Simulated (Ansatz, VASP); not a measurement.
# ZnSe in VASP and in Ansatz

```
Zn Se
1.0
     0.00000    2.81680    2.81680
     2.81680    0.00000    2.81680
     2.81680    2.81680    0.00000
Zn Se
1 1
Direct
  0.00000 0.00000 0.00000
  0.25000 0.25000 0.25000
```

Alike in both runs: functional PBEsol; k mesh 8 × 8 × 8; occupations gaussian, width 0.02 eV; no spin polarisation.

Ansatz relaxed the structure, and its values are those at the end. VASP's run is a single point on that final structure, the one shown.

```csv
,VASP,Ansatz
version,VASP 6.6.1,Ansatz 0.2.0
potentials or method,"VASP PAW PBE potentials, release 64 (Zn, Se), cutoff 500 eV","scalar-relativistic, plane waves, PAW"
valence electrons in the cell,18,28
```

VASP gave:

| Quantity | Value |
| --- | --- |
| gap on the k mesh at the Fermi level (eV) | 1.24 |
| least direct gap on the mesh (eV) | 1.24 |
| pressure (GPa) | 0.3 |

Question: Estimate Ansatz's values.

Answer: gap on the k mesh at the Fermi level (eV): 1.23; least direct gap on the mesh (eV): 1.23; pressure (GPa): 0.0.

VASP's potentials were made for PBE, not for PBEsol, and Ansatz warns of the same on its side. VASP's potentials hold 18 valence electrons a cell and Ansatz's 28, so a difference there can come from the potentials and not from the codes.
